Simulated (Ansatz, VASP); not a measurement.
This is a calculation of Ge for VASP 6.6.1.

File INCAR:

```
SYSTEM = Ge
PREC     = Accurate       ! precision mode
ENCUT    = 520            ! plane-wave cutoff, eV
EDIFF    = 1E-7           ! SCF threshold, eV
ISMEAR   = -1             ! smearing method
SIGMA    = 0.04           ! smearing width, eV
LREAL    = .FALSE.        ! projectors in reciprocal space
LASPH    = .TRUE.         ! aspherical terms in the spheres
NELM     = 100            ! most SCF steps
ALGO     = Normal         ! electronic algorithm
ISIF     = 2              ! what is computed and relaxed
LWAVE    = .FALSE.        ! write WAVECAR
LCHARG   = .TRUE.         ! write CHGCAR
GGA      = PE             ! functional
LELF     = .TRUE.         ! ELF
LVHAR    = .TRUE.       
NBANDS   = 21             ! bands
```

Contents of KPOINTS:

```
regular mesh
0
G
  6 6 4
  0 0 0
```

POSCAR

```
Ge
1.0
    1.4880529250     -2.5946896100      0.0000000000
    1.4880529250      2.5946896100      0.0000000000
    0.0000000000      0.0000000000      4.7275957900
Ge
2
Direct
    0.3334466300      0.6665533700      0.2500000000
    0.6665533700      0.3334466300      0.7500000000
```

Potentials or basis: VASP PAW PBE potentials, release 64 (Ge_d).

Command:

```sh
$ cat potpaw_PBE.64/Ge_d/POTCAR > POTCAR
$ mpirun -np 1 vasp_std > vasp.out
```

Problem. Translate it to Ansatz 0.2.0. Potentials there: all-electron LAPW, scalar-relativistic.

Solution. As run (the cutoff follows the program's own potentials):

Contents of input.yaml:

```yaml
crystal:
  lattice:
    - [1.488052925, -2.59468961, 0.0]
    - [1.488052925, 2.59468961, 0.0]
    - [0.0, 0.0, 4.72759579]
  atoms:
    - { symbol: Ge, position: [0.33344663, 0.66655337, 0.25] }
    - { symbol: Ge, position: [0.66655337, 0.33344663, 0.75] }
kpoints:
  mp_grid: { grid: [6, 6, 4] }
scf:
  occupations: { method: fermi_dirac, width: 0.04 }
hamiltonian:
  xc: pbe
  pseudopotentials: { kind: all_electron, lapw: { basis_error: 0.002 } }
output:
  forces: true
  stress: true
  eigenvalues: true
```

Potentials or basis: all-electron LAPW, scalar-relativistic.

Command:

```console
$ ansatz run input.yaml --threads 1 --pin off --max-ram 3072MiB --backend cpu --events-out ev --progress --plain --runs-dir out
```

Both were run:

|  | VASP | Ansatz | Ansatz less VASP |
| --- | --- | --- | --- |
| gap on the k mesh at the Fermi level (eV) | none | none | - |
| pressure (GPa) | 3.2 | 3.3 | +0.01 |
| traceless stress, the component that is largest in VASP (GPa) | 4.07 | 4.07 | +0.003 |

A gap of «none» marks a metal or a gap that the smearing closes. Ansatz ran all-electron here, and VASP with PAW potentials.

The k mesh is coarse, so the values compare programs but aren't converged. Noted on Ansatz's run: the k mesh is thin for a metal, which can move the energy by tens of meV per atom.
